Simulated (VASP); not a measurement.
# ZrB (Immm) in VASP: a series of runs

The runs below take ZrB through single point, with PBEsol.

All numbers are computed with VASP 6.6.1; they aren't measurements. Logs are shortened: lines on timing, memory, paths and dates and some standing lists are left out, and cuts for length are marked.

## Step 1: The cell of the first run

It takes space group Immm (No. 71, orthorhombic). The conventional cell has a = 3.251 Å, b = 3.325 Å, c = 4.650 Å, α = 90.00°, β = 90.00°, γ = 90.00°. Zr (site symmetry mmm) has 6 B at 2.33 Å within 3.1 Å. B (site symmetry mmm) has 6 Zr at 2.33 Å within 3.1 Å.

## Step 2: Single point, PBEsol (strain +0.0225 x Voigt [0, 0, 0, 0, 1, 0])

INCAR reads:

```
  ALGO = Normal
  EDIFF = 1E-6
  ENCUT = 520
  GGA = PS
  ISIF = 2
  ISMEAR = 0
  LASPH = T
  LCHARG = F
  LREAL = F
  LWAVE = F
  NBANDS = 14
  NELM = 100
  PREC = Accurate
  SIGMA = 0.15
```

KPOINTS reads:

```
k-points
0
Gamma
  18 18 18
```

POSCAR reads:

```
ZrB
1.0
    0.0261562500      2.3250000000      2.3250000000
    2.3511562500      0.0000000000      2.3511562500
    2.3250000000      2.3250000000      0.0261562500
Zr B
1 1
Direct
    0.0000000000      0.0000000000      0.0000000000
    0.5000000000      0.5000000000      0.5000000000
```

Potentials or basis: VASP PAW PBE potentials, release 64 (Zr_sv, B).

Command:

```bash
cat potpaw_PBE.64/Zr_sv/POTCAR potpaw_PBE.64/B/POTCAR > POTCAR
mpirun -np 1 vasp_std > vasp.out
```

OUTCAR:

```text
EDIFF = 1E-6
   ENCUT = 520
   GGA = PS
   ISIF = 2
   ISMEAR = 0
   LASPH = T
   LREAL = F
   NELM = 100
   PREC = Accurate

 ion  position               nearest neighbor table
   1  0.000  0.000  0.000-   2 2.33   2 2.33   2 2.33   2 2.33   2 2.33   2 2.33
   2  0.500  0.500  0.500-   1 2.33   1 2.33   1 2.33   1 2.33   1 2.33   1 2.33

  LATTYP: Found a body centered orthorhombic cell.
 ALAT       =     3.2510560090
 B/A-ratio  =     1.0227560051
 C/A-ratio  =     1.4303044879

  Lattice vectors:

 A1 = (   0.0261562500,  -2.3250000000,   2.3250000000)
 A2 = (  -0.0261562500,  -2.3250000000,  -2.3250000000)
 A3 = (   2.3250000000,   2.3250000000,   0.0261562500)

Analysis of symmetry for initial positions (statically):
=====================================================================
 Subroutine PRICEL returns:
 Original cell was already a primitive cell.

 Routine SETGRP: Setting up the symmetry group for a
 body centered orthorhombic supercell.

 Subroutine GETGRP returns: Found  8 space group operations
 (whereof  8 operations were pure point group operations)
 out of a pool of  8 trial point group operations.

The static configuration has the point symmetry D_2h.

Analysis of symmetry for dynamics (positions and initial velocities):
=====================================================================
 Subroutine PRICEL returns:
 Original cell was already a primitive cell.

 Routine SETGRP: Setting up the symmetry group for a
 body centered orthorhombic supercell.

 Subroutine GETGRP returns: Found  8 space group operations
 (whereof  8 operations were pure point group operations)
 out of a pool of  8 trial point group operations.

The dynamic configuration has the point symmetry D_2h.

 Subroutine INISYM returns: Found  8 space group operations
 (whereof  8 operations are pure point group operations),
 and found     1 'primitive' translations

----------------------------------------------------------------------------------------

                                     Primitive cell

  volume of cell :      25.1330

  direct lattice vectors                    reciprocal lattice vectors
     0.026156250  2.325000000  2.325000000    -0.217500646  0.215053763  0.217500646
     2.351156250  0.000000000  2.351156250     0.212661324 -0.215053763  0.212661324
     2.325000000  2.325000000  0.026156250     0.217500646  0.215053763 -0.217500646

  length of vectors
     3.288150567  3.325037056  3.288150567     0.375314778  0.369726653  0.375314778

  position of ions in fractional coordinates (direct lattice)
     0.000000000  0.000000000  0.000000000
     0.500000000  0.500000000  0.500000000

  ion indices of the primitive-cell ions
   primitive index   ion index
                 1           1
                 2           2

----------------------------------------------------------------------------------------

 KPOINTS: k-points

Automatic generation of k-mesh.
 Grid dimensions read from file:
 generate k-points for:   18   18   18

 Generating k-lattice:

  Cartesian coordinates                     Fractional coordinates (reciprocal lattice)
    -0.012083369  0.011947431  0.012083369     0.055555556  0.000000000 -0.000000000
     0.011814518 -0.011947431  0.011814518     0.000000000  0.055555556 -0.000000000
     0.012083369  0.011947431 -0.012083369    -0.000000000  0.000000000  0.055555556

  Length of vectors
     0.020850821  0.020540370  0.020850821

  Shift w.r.t. Gamma in fractional coordinates (k-lattice)
     0.000000000  0.000000000  0.000000000

 Subroutine IBZKPT returns following result:
 ===========================================

 Found    865 irreducible k-points:

 Following reciprocal coordinates:
            Coordinates               Weight
  0.000000  0.000000  0.000000      1.000000
  0.055556  0.000000 -0.000000      4.000000
  0.111111  0.000000 -0.000000      4.000000
  0.166667  0.000000 -0.000000      4.000000
  0.222222  0.000000  0.000000      4.000000
  0.277778  0.000000  0.000000      4.000000
[... 16 lines left out ...]
 -0.333333  0.055556 -0.000000      8.000000
 -0.277778  0.055556 -0.000000      8.000000
 [... further k-points ...]
   k-points           NKPTS =    865   k-points in BZ     NKDIM =    865   number of bands    NBANDS=     14
   number of dos      NEDOS =    301   number of ions     NIONS =      2
   total plane-waves  NPLWV =  16128
   dimension x,y,z NGX =    24 NGY =   28 NGZ =   24
   dimension x,y,z NGXF=    48 NGYF=   56 NGZF=   48
   ions per type =               1   1
   NGX,Y,Z   is equivalent  to a cutoff of  12.13, 14.00, 12.13 a.u.
   NGXF,Y,Z  is equivalent  to a cutoff of  24.27, 28.00, 24.27 a.u.
 SYSTEM =  unknown system
   PREC   = accura    normal or accurate (medium, high low for compatibility)
   ISTART =      0    job   : 0-new  1-cont  2-samecut
   ICHARG =      2    charge: 1-file 2-atom 10-const
   ISPIN  =      1    spin polarized calculation?
   LNONCOLLINEAR =      F non collinear calculations
   LSORBIT =      F    spin-orbit coupling
   LASPH  =      T    aspherical Exc in radial PAW
   ENCUT  =  520.0 eV  38.22 Ry    6.18 a.u.   6.11  6.18  6.11*2*pi/ulx,y,z
   NELM   =    100;   NELMIN=  2; NELMDL= -5     # of ELM steps
   EDIFF  = 0.1E-05   stopping-criterion for ELM
   LREAL  =      F    real-space projection
   EDIFFG = 0.1E-04   stopping-criterion for IOM
   NSW    =      0    number of steps for IOM
   IBRION =     -1    ionic relax: 0-MD 1-quasi-New 2-CG
   NFREE  =      0    steps in history (QN), initial steepest desc. (CG)
   ISIF   =      2    stress and relaxation
   ISYM   =      2    0-nonsym 1-usesym 2-fastsym
   POTIM  = 0.5000    time-step for ionic-motion
   TEBEG  =    0.0;   TEEND  =   0.0 temperature during run
   PSTRESS=    0.0 pullay stress
   NELECT =      15.0000    total number of electrons
   NUPDOWN=      -1.0000    fix difference up-down
   EMIN   =  10.00;   EMAX   =-10.00  energy-range for DOS
   EFERMI =   0.00;   METHOD = LEGACY
   ISMEAR =     0;   SIGMA  =   0.15  broadening in eV -4-tet -1-fermi 0-gaus
   EFERMI_NEDOS =   21; number of points for ismear=-14 and -15
   IALGO  =     38    algorithm
   IMIX   =      4    mixing-type and parameters
     AMIX     =   0.40;   BMIX     =  1.00
     AMIX_MAG =   1.60;   BMIX_MAG =  1.00
  volume/ion in A,a.u.               =      12.57        84.80
  Fermi-wavevector in a.u.,A,eV,Ry     =   1.378343  2.604690 25.848746  1.899829
  Thomas-Fermi vector in A             =   2.503413
   LORBIT       =      0    0 simple, 1 ext, 2 COOP (PROOUT), +10 PAW based schemes
   GGA     = PS    functional components
   LHFCALC =     F    Hartree Fock is set to
   AEXX    =    0.0000 exact exchange contribution
   IVDW    =     0    specifies the selected vdW correction
   LEPSILON=     F    determine dielectric tensor
   LRPA    =     F    only Hartree local field effects (RPA)
 non-spin polarized calculation
 Gauss-broadening in eV      SIGMA  =   0.15
  energy-cutoff  :      520.00
  volume of cell :       25.13
 maximum number of plane-waves:       689
   NGX = 13   NGY = 13   NGZ = 13

 number of electron      15.0000000 magnetization

 Free energy of the ion-electron system (eV)
  ---------------------------------------------------
  ext. energy  EPLUGINS =         0.00000000
  ---------------------------------------------------
  free energy    TOTEN  =       -16.61893986 eV

  energy without entropy =      -16.60678939  energy(sigma->0) =      -16.61286462

 E-fermi :   8.9114     XC(G=0): -12.3320

 val. band max:        8.9110210951   @ k =   0.3889  -0.3889   0.1111
 cond. band min:       8.9132842576   @ k =   0.3333  -0.1111   0.1667
 fundamental gap:      0.0022631625
 Fermi energy:         8.9114167268

 k-point     1 :       0.0000    0.0000    0.0000
  band No.  band energies     occupation
      1     -37.7506      2.00000
      2     -15.5413      2.00000
      3     -15.5197      2.00000
      4     -15.4989      2.00000
      5       0.5996      2.00000
      6      10.6446      0.00000
      7      10.7911      0.00000
      8      10.9620      0.00000
      9      12.6145      0.00000
     10      12.6148      0.00000
     11      12.6772      0.00000
     12      12.7602      0.00000
     13      12.8548      0.00000
     14      20.0187      0.00000

 k-point     2 :       0.0556    0.0000   -0.0000
  band No.  band energies     occupation
      1     -37.7468      2.00000
      2     -15.5441      2.00000
      3     -15.5415      2.00000
      4     -15.5129      2.00000
      5       0.6864      2.00000
      6      10.6096      0.00000
      7      10.6246      0.00000
      8      10.8545      0.00000
      9      11.7435      0.00000
     10      11.7972      0.00000
     11      12.9581      0.00000
     12      13.7382      0.00000
     13      13.7930      0.00000
     14      20.2419      0.00000

 k-point     3 :       0.1111    0.0000   -0.0000
  band No.  band energies     occupation
      1     -37.7359      2.00000
      2     -15.6309      2.00000
      3     -15.5523      2.00000
      4     -15.5254      2.00000
      5       0.9395      2.00000
      6       9.9949      0.00000
      7      10.2857      0.00000
      8      10.4708      0.00000
      9      11.3907      0.00000
     10      11.4884      0.00000
     11      13.2092      0.00000
     12      14.9336      0.00000
     13      14.9727      0.00000
     14      20.8711      0.00000
[... 324 lines left out ...]
 k-point    23 :      -0.3333    0.0556   -0.0000
  band No.  band energies     occupation
      1     -37.6475      2.00000
      2     -16.2998      2.00000
      3     -15.6474      2.00000
      4     -15.5937      2.00000
      5       3.3385      2.00000
      6       6.7290      2.00000
      7       7.8417      2.00000
      8       8.0135      2.00000
      9      13.3360      0.00000
     10      13.8107      0.00000
     11      14.7985      0.00000
     12      19.6775      0.00000
     13      20.0159      0.00000
     14      21.0877      0.00000

 k-point    24 :      -0.2778    0.0556   -0.0000
  band No.  band energies     occupation
      1     -37.6672      2.00000
      2     -16.1556      2.00000
      3     -15.6342      2.00000
      4     -15.5742      2.00000
      5       2.7054      2.00000
      6       7.4120      2.00000
      7       8.2093      2.00000
      8       8.3937      2.00000
      9      12.6687      0.00000
     10      13.2564      0.00000
     11      14.3258      0.00000
     12      18.5178      0.00000
     13      19.9225      0.00000
     14      21.2204      0.00000

 [... further k-points ...]

------------------------ aborting loop because EDIFF is reached ----------------------------------------

  FORCE on cell =-STRESS in cart. coord.  units (eV):
  Direction    XX          YY          ZZ          XY          YZ          ZX
  --------------------------------------------------------------------------------------
  -------------------------------------------------------------------------------------
  Total        4.6637245      4.6679624      4.6637245      0.0000000      0.0000000     -0.2030283
  in kB      297.3031903    297.5733484    297.3031903      0.0000000      0.0000000    -12.9426524
  external PRESSURE =     297.3932430 kB  Pullay stress =       0.0000000 kB

 VOLUME and BASIS-vectors are now :
 -----------------------------------------------------------------------------
  energy-cutoff  :      520.00
  volume of cell :       25.13
      direct lattice vectors                 reciprocal lattice vectors
     0.026156250  2.325000000  2.325000000    -0.217500646  0.215053763  0.217500646
     2.351156250  0.000000000  2.351156250     0.212661324 -0.215053763  0.212661324
     2.325000000  2.325000000  0.026156250     0.217500646  0.215053763 -0.217500646

 POSITION                                       TOTAL-FORCE (eV/Angst)
 -----------------------------------------------------------------------------------
      0.00000      0.00000      0.00000        -0.000000      0.000000      0.000000
      2.35116      2.32500      2.35116         0.000000      0.000000     -0.000000
 -----------------------------------------------------------------------------------
    total drift:                                0.000000     -0.000000     -0.000000

  FREE ENERGIE OF THE ION-ELECTRON SYSTEM (eV)
  ---------------------------------------------------
  free  energy   TOTEN  =       -16.6189398578 eV

  energy  without entropy=      -16.6067893883  energy(sigma->0) =      -16.61286462
```

Run time: 4 min. Hardware: 1 thread of Intel Xeon 8259CL, shared host; peak memory 0.41 GiB.

What came out:

| Item | Value |
| --- | --- |
| Free energy | -16.6189 eV |
| Pressure | 29.7 GPa |
| Band gap on the k mesh | zero (an odd number of electrons rules out a gap without spin polarisation) |

Stress tensor (GPa, compression positive):
```
29.73  0.00 -1.29
 0.00 29.76  0.00
-1.29  0.00 29.73
```

Levels at points of the mesh, in eV from the Fermi level:
```csv
k point,band 5,band 6,band 7,band 8,band 9,band 10,band 11,band 12
"(0.00, 0.00, 0.00)",-8.31,1.73,1.88,2.05,3.70,3.70,3.77,3.85
"(0.50, 0.00, 0.00)",-4.22,-3.48,-1.57,-1.39,5.71,5.90,7.46,8.18
"(0.00, 0.50, 0.00)",-4.21,-3.60,-1.43,-1.25,5.59,5.83,7.33,8.31
"(0.50, 0.50, 0.00)",-6.46,-1.16,-0.28,2.57,2.57,5.48,6.93,6.94
"(0.50, 0.00, 0.50)",-6.46,-1.17,-0.28,2.45,2.70,5.49,6.94,6.94
```

Caveat: the cell differs from its parent crystal (strain +0.0225 x Voigt [0, 0, 0, 0, 1, 0]); the cell stands under pressure; the PAW data sets were made with another functional, which shifts forces and pressure a little.

## Step 3: Single point, PBEsol (strain +0.0075 x Voigt [0, 0, 0, 0, 1, 0])

INCAR reads:

```
PREC = Accurate ; ENCUT = 520
EDIFF = 1E-7 ; ISMEAR = 0
SIGMA = 0.15 ; LREAL = F
LASPH = T ; NELM = 100
ALGO = Normal ; ISIF = 2
LWAVE = F ; LCHARG = T
GGA = PS ; LELF = T
LVHAR = T ; NBANDS = 14
```

KPOINTS reads:

```
Automatic mesh
0
Gamma
  18 18 18
```

POSCAR reads:

```
ZrB
1.0
    0.0087187500      2.3250000000      2.3250000000
    2.3337187500      0.0000000000      2.3337187500
    2.3250000000      2.3250000000      0.0087187500
Zr B
1 1
Direct
    0.0000000000      0.0000000000      0.0000000000
    0.5000000000      0.5000000000      0.5000000000
```

Potentials or basis: VASP PAW PBE potentials, release 64 (Zr_sv, B).

Command:

```bash
cat potpaw_PBE.64/Zr_sv/POTCAR potpaw_PBE.64/B/POTCAR > POTCAR
mpirun -np 1 vasp_std > vasp.out
```

Wall time 4.9 min (1 thread of Intel Xeon 8259CL, shared host); peak memory 0.41 GiB.

Results (log left out):

```yaml
Free_energy: -16.6215 eV
Pressure: 29.7 GPa
Band_gap_on_the_k_mesh: zero (an odd number of electrons rules out a gap without spin polarisation)
```

Stress tensor (GPa, compression positive):
```
29.71  0.00 -0.42
 0.00 29.71  0.00
-0.42  0.00 29.71
```

Levels at points of the mesh, in eV from the Fermi level:
| k point | band 6 | band 7 | band 8 | band 9 | band 10 | band 11 |
| --- | --- | --- | --- | --- | --- | --- |
| (0.00, 0.00, 0.00) | 1.84 | 1.89 | 1.95 | 3.70 | 3.70 | 3.83 |
| (0.50, 0.00, 0.00) | -3.51 | -1.46 | -1.40 | 5.75 | 5.82 | 7.40 |
| (0.00, 0.50, 0.00) | -3.55 | -1.41 | -1.35 | 5.72 | 5.79 | 7.36 |
| (0.50, 0.50, 0.00) | -1.16 | -0.28 | 2.58 | 2.58 | 5.49 | 6.94 |
| (0.50, 0.00, 0.50) | -1.16 | -0.28 | 2.53 | 2.62 | 5.49 | 6.94 |

Caveat: the cell differs from its parent crystal (strain +0.0075 x Voigt [0, 0, 0, 0, 1, 0]); the cell stands under pressure; the PAW data sets were made with another functional, which shifts forces and pressure a little.

## Step 4: Single point, PBEsol (strain -0.0600 x Voigt [0, 0, 0, 0, 1, 0])

INCAR reads:

```
SYSTEM = ZrB
PREC = Accurate
ENCUT = 520
EDIFF = 1E-6
ISMEAR = 0
SIGMA = 0.15
LREAL = .False.
LASPH = .True.
NELM = 100
ALGO = Normal
ISIF = 2
LWAVE = .False.
LCHARG = .False.
GGA = PS
NBANDS = 14
```

KPOINTS reads:

```
Automatic mesh
0
Gamma
  18 18 18
  0 0 0
```

POSCAR reads:

```
ZrB
1.0
   -0.0697500000      2.3250000000      2.3250000000
    2.2552500000      0.0000000000      2.2552500000
    2.3250000000      2.3250000000     -0.0697500000
Zr B
1 1
Direct
    0.0000000000      0.0000000000      0.0000000000
    0.5000000000      0.5000000000      0.5000000000
```

Command:

```bash
cat potpaw_PBE.64/Zr_sv/POTCAR potpaw_PBE.64/B/POTCAR > POTCAR
mpirun -np 1 vasp_std > vasp.out
```

Run time: 3.6 min. Hardware: 1 thread of Intel Xeon Platinum 8375C at 2.90GHz (Ice Lake), shared host; peak memory 0.4 GiB.

It converged, with:

- Free energy: -16.6012 eV
- Pressure: 29.9 GPa
- Band gap on the k mesh: zero (an odd number of electrons rules out a gap without spin polarisation)

Stress tensor (GPa, compression positive):
```
29.91  0.00  3.45
 0.00 29.81  0.00
 3.45  0.00 29.91
```

Levels at points of the mesh, in eV from the Fermi level:
```
           k point  band 5  band 6  band 7  band 8  band 9  band 10  band 11  band 12
(0.00, 0.00, 0.00)   -8.34    1.46    1.80    2.31    3.61     3.71     3.71     3.81
(0.50, 0.00, 0.00)   -4.23   -3.73   -1.48   -0.98    5.19     5.92     7.29     8.41
(0.00, 0.50, 0.00)   -4.26   -3.40   -1.84   -1.38    5.60     5.98     7.69     8.07
(0.50, 0.50, 0.00)   -6.47   -1.19   -0.32    2.55    2.56     5.39     6.89     6.91
(0.50, 0.00, 0.50)   -6.50   -1.19   -0.31    2.23    2.91     5.50     6.92     6.93
```

Caveat: the cell differs from its parent crystal (strain -0.0600 x Voigt [0, 0, 0, 0, 1, 0]); the cell stands under pressure; the PAW data sets were made with another functional, which shifts forces and pressure a little.

## Step 5: Overview

```csv
cell,gap on the mesh (eV),pressure (GPa)
"a = 3.288, b = 3.325 Å, angles 59.6, 59.3, 59.6°, 2 atoms",none,29.7
"a = 3.288, b = 3.300 Å, angles 59.9, 59.8, 59.9°, 2 atoms",none,29.7
"a = 3.289, b = 3.189 Å, angles 61.0, 62.0, 61.0°, 2 atoms",none,29.9
```

Alike in all rows: task single point; level PBEsol; potentials or basis VASP PAW PBE potentials, release 64 (Zr_sv, B); no spin polarisation; k mesh 18 × 18 × 18; cutoff (eV) 520; smearing gaussian 0.15 eV.

Caveats: the cell stands under pressure; the PAW data sets were made with another functional, which shifts forces and pressure a little.

Total energies depend on the potentials used, so only differences within one code and one set of settings carry meaning.
